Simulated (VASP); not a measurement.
# ScSi2 (P6/mmm) in VASP: further runs

Runs on ScSi2. Level: PBEsol. Tasks: electric field gradients.

Program: VASP 6.6.1. These are calculated values, not measurements. Logs are shortened: lines on timing, memory, paths and dates and some standing lists are left out, and cuts for length are marked.

**1. The cell of the first run**

The structure is hexagonal, space group P6/mmm (No. 191). Conventional cell: a = 3.635 Å, b = 3.635 Å, c = 3.844 Å, α = 90.00°, β = 90.00°, γ = 120.00°. Sc (site symmetry 6/mmm) has 12 Si at 2.85 Å and 8 Sc at 3.64 to 3.84 Å within 3.9 Å. Within 2.9 Å of Si (site symmetry -6m2) lie 3 Si at 2.10 Å and 6 Sc at 2.85 Å.

**2. Electric field gradients, PBEsol (14.67 Å³/atom)**

INCAR reads:

```
PREC = Accurate
ENCUT = 520
EDIFF = 1E-8
ISMEAR = -1
SIGMA = 0.05
LREAL = F
LASPH = T
NELM = 100
ALGO = Normal
ISIF = 2
LWAVE = F
LCHARG = F
GGA = PS
LEFG = T
NBANDS = 16
```

KPOINTS reads:

```
regular mesh
0
Gamma
  13 13 11
```

POSCAR reads:

```
ScSi2
1.0
    3.6354342207      0.0000000000      0.0000000000
   -1.8177171104      3.1483783889      0.0000000000
    0.0000000000      0.0000000000      3.8440260630
Sc Si
1 2
Direct
    0.0000000000      0.0000000000      0.0000000000
    0.3333333333      0.6666666667      0.5000000000
    0.6666666667      0.3333333333      0.5000000000
```

Potentials or basis: VASP PAW PBE potentials, release 64 (Sc_sv, Si).

Started as:

```
cat potpaw_PBE.64/Sc_sv/POTCAR potpaw_PBE.64/Si/POTCAR > POTCAR
mpirun -np 1 vasp_std > vasp.out
```

OUTCAR:

```text
PREC = Accurate
   ENCUT = 520
   EDIFF = 1E-8
   ISMEAR = -1
   LREAL = F
   LASPH = T
   NELM = 100
   ISIF = 2
   GGA = PS

 ion  position               nearest neighbor table
   1  0.000  0.000  0.000-   2 2.85   3 2.85   2 2.85   3 2.85   3 2.85   3 2.85   2 2.85   2 2.85
                             3 2.85   3 2.85   2 2.85   2 2.85
   2  0.333  0.667  0.500-   3 2.10   3 2.10   3 2.10   1 2.85   1 2.85   1 2.85   1 2.85   1 2.85
                             1 2.85
   3  0.667  0.333  0.500-   2 2.10   2 2.10   2 2.10   1 2.85   1 2.85   1 2.85   1 2.85   1 2.85
                             1 2.85

  LATTYP: Found a hexagonal cell.
 ALAT       =     3.6354342207
 C/A-ratio  =     1.0573774217

  Lattice vectors:

 A1 = (   3.6354342207,   0.0000000000,   0.0000000000)
 A2 = (  -1.8177171104,   3.1483783889,   0.0000000000)
 A3 = (   0.0000000000,   0.0000000000,   3.8440260630)

Analysis of symmetry for initial positions (statically):
=====================================================================
 Subroutine PRICEL returns:
 Original cell was already a primitive cell.

 Routine SETGRP: Setting up the symmetry group for a
 hexagonal supercell.

 Subroutine GETGRP returns: Found 24 space group operations
 (whereof 24 operations were pure point group operations)
 out of a pool of 24 trial point group operations.

The static configuration has the point symmetry D_6h.

Analysis of symmetry for dynamics (positions and initial velocities):
=====================================================================
 Subroutine PRICEL returns:
 Original cell was already a primitive cell.

 Routine SETGRP: Setting up the symmetry group for a
 hexagonal supercell.

 Subroutine GETGRP returns: Found 24 space group operations
 (whereof 24 operations were pure point group operations)
 out of a pool of 24 trial point group operations.

The dynamic configuration has the point symmetry D_6h.

 Subroutine INISYM returns: Found 24 space group operations
 (whereof 24 operations are pure point group operations),
 and found     1 'primitive' translations

[... 129 lines left out ...]
  volume of cell :       44.00
 maximum number of plane-waves:      1203
 NGX is ok and might be reduce to    28
   NGX = 13   NGY = 13   NGZ = 15

 number of electron      19.0000001 magnetization

 Free energy of the ion-electron system (eV)
  ---------------------------------------------------
  ext. energy  EPLUGINS =         0.00000000
  ---------------------------------------------------
  free energy    TOTEN  =       -18.55085991 eV

  energy without entropy =      -18.53490559  energy(sigma->0) =      -18.54288275

 E-fermi :   9.3385     XC(G=0): -11.4261

 val. band max:        9.3295235476   @ k =   0.2308   0.0769   0.4545
 cond. band min:       9.3485428607   @ k =   0.1538   0.0000   0.3636
 fundamental gap:      0.0190193131
 Fermi energy:         9.3385492903

 k-point     1 :       0.0000    0.0000    0.0000
  band No.  band energies     occupation
      1     -39.9420      2.00000
      2     -18.7497      2.00000
      3     -18.6709      2.00000
      4     -18.6709      2.00000
      5      -4.6160      2.00000
      6       5.7896      2.00000
[... 433 lines left out ...]
      3     -18.7014      2.00000
      4     -18.6774      2.00000
      5      -4.2086      2.00000
      6       4.3746      2.00000
[... 8 lines left out ...]
     15      12.4696      0.00000
     16      12.7571      0.00000

 [... further k-points ...]
[... 5 lines left out ...]
  --------------------------------------------------------------------------------------
  -------------------------------------------------------------------------------------
  Total       10.8303342     10.8303342     -0.1850570     -0.0000000      0.0000000     -0.0000000
  in kB      394.3872832    394.3872832     -6.7388607     -0.0000000      0.0000000     -0.0000000
  external PRESSURE =     260.6785686 kB  Pullay stress =       0.0000000 kB

 VOLUME and BASIS-vectors are now :
 -----------------------------------------------------------------------------
  energy-cutoff  :      520.00
  volume of cell :       44.00
      direct lattice vectors                 reciprocal lattice vectors
     3.635434221  0.000000000  0.000000000     0.275070305  0.158811915  0.000000000
    -1.817717110  3.148378389  0.000000000     0.000000000  0.317623829  0.000000000
     0.000000000  0.000000000  3.844026063     0.000000000  0.000000000  0.260143918

 POSITION                                       TOTAL-FORCE (eV/Angst)
 -----------------------------------------------------------------------------------
      0.00000      0.00000      0.00000        -0.000000      0.000000      0.000000
     -0.00000      2.09892      1.92201         0.000000     -0.000000      0.000000
      1.81772      1.04946      1.92201        -0.000000      0.000000      0.000000
 -----------------------------------------------------------------------------------
    total drift:                               -0.000000      0.000000      0.000000

  FREE ENERGIE OF THE ION-ELECTRON SYSTEM (eV)
  ---------------------------------------------------
  free  energy   TOTEN  =       -18.5508599059 eV

  energy  without entropy=      -18.5349055926  energy(sigma->0) =      -18.54288275

 Electric field gradients (V/A^2)
---------------------------------------------------------------------
 ion       V_xx      V_yy      V_zz      V_xy      V_xz      V_yz
---------------------------------------------------------------------
   1       1.886     1.885    -3.771    -0.001     0.000     0.000
   2      -8.877    -8.877    17.755     0.000     0.000     0.000
   3      -8.877    -8.877    17.755     0.000     0.000     0.000
---------------------------------------------------------------------

 Electric field gradients after diagonalization (V/A^2)
 (convention: |V_zz| > |V_xx| > |V_yy|)
----------------------------------------------------------------------
 ion       V_xx      V_yy      V_zz     asymmetry (V_yy - V_xx)/ V_zz
----------------------------------------------------------------------
   1       1.887     1.885    -3.771       0.001
   2      -8.878    -8.877    17.755       0.000
   3      -8.878    -8.877    17.755       0.000
----------------------------------------------------------------------

           NMR quadrupolar parameters

 Cq : quadrupolar parameter    Cq=e*Q*V_zz/h
 eta: asymmetry parameters     (V_yy - V_xx)/ V_zz
 Q  : nuclear electric quadrupole moment in mb (millibarn)
----------------------------------------------------------------------
 ion       Cq(MHz)       eta       Q (mb)
----------------------------------------------------------------------
   1      -0.009       0.001       1.000
   2       0.043       0.000       1.000
   3       0.043       0.000       1.000
----------------------------------------------------------------------
```

It took 2.1 min on 1 thread of Intel Xeon 8259CL, shared host; peak memory 0.22 GiB.

Results:

| Property | Result |
| --- | --- |
| Free energy | -18.5509 eV |
| Pressure | 26.1 GPa |
| Band gap on the k mesh | zero (an odd number of electrons rules out a gap without spin polarisation) |
| Largest electric field gradient by atom | Sc -3.8; Si +17.8 V/Å² |

Stress tensor (GPa, compression positive):
```
39.44  0.00  0.00
 0.00 39.44  0.00
 0.00  0.00 -0.67
```

Levels at points of the mesh, in eV from the Fermi level:
```tsv
k point	band 7	band 8	band 9	band 10	band 11	band 12
(0.00, 0.00, 0.00)	-3.46	-3.46	-2.17	1.11	1.11	1.34
```

Electric field gradients, principal values (V/Å²):
```tsv
atom	least	middle	greatest (by size)
1 Sc	1.885	1.887	-3.771
2 Si	-8.877	-8.878	17.755
3 Si	-8.877	-8.878	17.755
```

Caveat: the cell stands under pressure; without QUAD_EFG the Cq values of the log hold for a quadrupole moment of 1 mb, not for the nuclei; the PAW data sets were made with another functional, which shifts forces and pressure a little.

**3. Electric field gradients, PBEsol**

This run uses another cell than the first one, of 14.97 Å³/atom.

INCAR reads:

```
SYSTEM = ScSi2
PREC = Accurate
ENCUT = 520
EDIFF = 1E-8
ISMEAR = -1
SIGMA = 0.05
LREAL = .FALSE.
LASPH = .TRUE.
NELM = 100
ALGO = Normal
ISIF = 2
LWAVE = .FALSE.
LCHARG = .FALSE.
GGA = PS
LEFG = .TRUE.
NBANDS = 16
```

KPOINTS reads:

```
regular mesh
0
G
  13 13 11
  0 0 0
```

POSCAR reads:

```
ScSi2
1.0
    3.6599987106      0.0000000000      0.0000000000
   -1.8299993553      3.1696518612      0.0000000000
    0.0000000000      0.0000000000      3.8700000000
Sc Si
1 2
Direct
    0.0000000000      0.0000000000      0.0000000000
    0.3333333333      0.6666666667      0.5000000000
    0.6666666667      0.3333333333      0.5000000000
```

Potentials or basis: VASP PAW PBE potentials, release 64 (Sc_sv, Si).

Started as:

```
cat potpaw_PBE.64/Sc_sv/POTCAR potpaw_PBE.64/Si/POTCAR > POTCAR
mpirun -np 1 vasp_std > vasp.out
```

OUTCAR:

```text
SYSTEM = ScSi2
   PREC = Accurate
   ENCUT = 520
   EDIFF = 1E-8
   ISMEAR = -1
   LREAL = .FALSE.
   LASPH = .TRUE.
   NELM = 100
   ISIF = 2
   GGA = PS

 ion  position               nearest neighbor table
   1  0.000  0.000  0.000-   2 2.87   3 2.87   2 2.87   3 2.87   3 2.87   3 2.87   2 2.87   2 2.87
                             3 2.87   3 2.87   2 2.87   2 2.87
   2  0.333  0.667  0.500-   3 2.11   3 2.11   3 2.11   1 2.87   1 2.87   1 2.87   1 2.87   1 2.87
                             1 2.87
   3  0.667  0.333  0.500-   2 2.11   2 2.11   2 2.11   1 2.87   1 2.87   1 2.87   1 2.87   1 2.87
                             1 2.87

  LATTYP: Found a hexagonal cell.
 ALAT       =     3.6599987106
 C/A-ratio  =     1.0573774217
[... 683 lines left out ...]
 ion       V_xx      V_yy      V_zz      V_xy      V_xz      V_yz
---------------------------------------------------------------------
   1       2.259     2.258    -4.517    -0.001     0.000    -0.000
   2      -8.225    -8.225    16.450     0.000     0.000     0.000
   3      -8.225    -8.225    16.450     0.000     0.000     0.000
---------------------------------------------------------------------

 Electric field gradients after diagonalization (V/A^2)
 (convention: |V_zz| > |V_xx| > |V_yy|)
----------------------------------------------------------------------
 ion       V_xx      V_yy      V_zz     asymmetry (V_yy - V_xx)/ V_zz
----------------------------------------------------------------------
   1       2.260     2.257    -4.517       0.001
   2      -8.225    -8.225    16.450       0.000
   3      -8.225    -8.225    16.450       0.000
----------------------------------------------------------------------

           NMR quadrupolar parameters

 Cq : quadrupolar parameter    Cq=e*Q*V_zz/h
 eta: asymmetry parameters     (V_yy - V_xx)/ V_zz
 Q  : nuclear electric quadrupole moment in mb (millibarn)
----------------------------------------------------------------------
 ion       Cq(MHz)       eta       Q (mb)
----------------------------------------------------------------------
   1      -0.011       0.001       1.000
   2       0.040       0.000       1.000
   3       0.040       0.000       1.000
----------------------------------------------------------------------
```

OSZICAR:

```text
N       E                     dE             d eps       ncg     rms          rms(c)
DAV:   1     0.118451638825E+03    0.11845E+03   -0.80849E+03  4040   0.112E+03
DAV:   2    -0.153221860762E+02   -0.13377E+03   -0.13058E+03  4200   0.328E+02
DAV:   3    -0.208609312343E+02   -0.55387E+01   -0.53453E+01  6240   0.645E+01
DAV:   4    -0.209686983275E+02   -0.10777E+00   -0.10768E+00  5056   0.890E+00
DAV:   5    -0.209719080765E+02   -0.32097E-02   -0.32093E-02  6104   0.152E+00    0.116E+01
DAV:   6    -0.187251394921E+02    0.22468E+01   -0.83716E+00  6696   0.274E+01    0.486E+00
DAV:   7    -0.187032740096E+02    0.21865E-01   -0.27040E-01  4944   0.359E+00    0.285E+00
DAV:   8    -0.186888155272E+02    0.14458E-01   -0.56608E-02  5936   0.262E+00    0.523E-01
DAV:   9    -0.186863390942E+02    0.24764E-02   -0.28790E-02  6320   0.177E+00    0.201E-01
DAV:  10    -0.186868475796E+02   -0.50849E-03   -0.13454E-02  6064   0.114E+00    0.193E-01
DAV:  11    -0.186858931449E+02    0.95443E-03   -0.42860E-03  6048   0.660E-01    0.991E-03
DAV:  12    -0.186858970953E+02   -0.39504E-05   -0.86928E-05  5904   0.581E-02    0.191E-02
DAV:  13    -0.186858965706E+02    0.52465E-06   -0.33346E-06  5736   0.157E-02    0.401E-03
DAV:  14    -0.186858965599E+02    0.10694E-07   -0.28175E-07  6616   0.574E-03    0.220E-03
DAV:  15    -0.186858964252E+02    0.13475E-06   -0.34309E-07  6528   0.488E-03    0.263E-04
DAV:  16    -0.186858964302E+02   -0.50097E-08   -0.12283E-08  2792   0.112E-03
   1 F= -.18685896E+02 E0= -.18677919E+02  d E =-.159546E-01
```

Run time: 2.4 min. Hardware: 1 thread of Intel Xeon 8259CL, shared host; peak memory 0.22 GiB.

Results:

- Free energy: -18.6859 eV
- Pressure: 22.1 GPa
- Band gap on the k mesh: zero (an odd number of electrons rules out a gap without spin polarisation)
- Largest electric field gradient by atom: Sc -4.5; Si +16.4 V/Å²

Electric field gradients, principal values (V/Å²):
| atom | least | middle | greatest (by size) |
| --- | --- | --- | --- |
| 1 Sc | 2.257 | 2.260 | -4.517 |
| 2 Si | -8.225 | -8.225 | 16.450 |
| 3 Si | -8.225 | -8.225 | 16.450 |

Caveat: the cell stands under pressure; without QUAD_EFG the Cq values of the log hold for a quadrupole moment of 1 mb, not for the nuclei; the PAW data sets were made with another functional, which shifts forces and pressure a little.

(Part 1 of 2 ends here.)
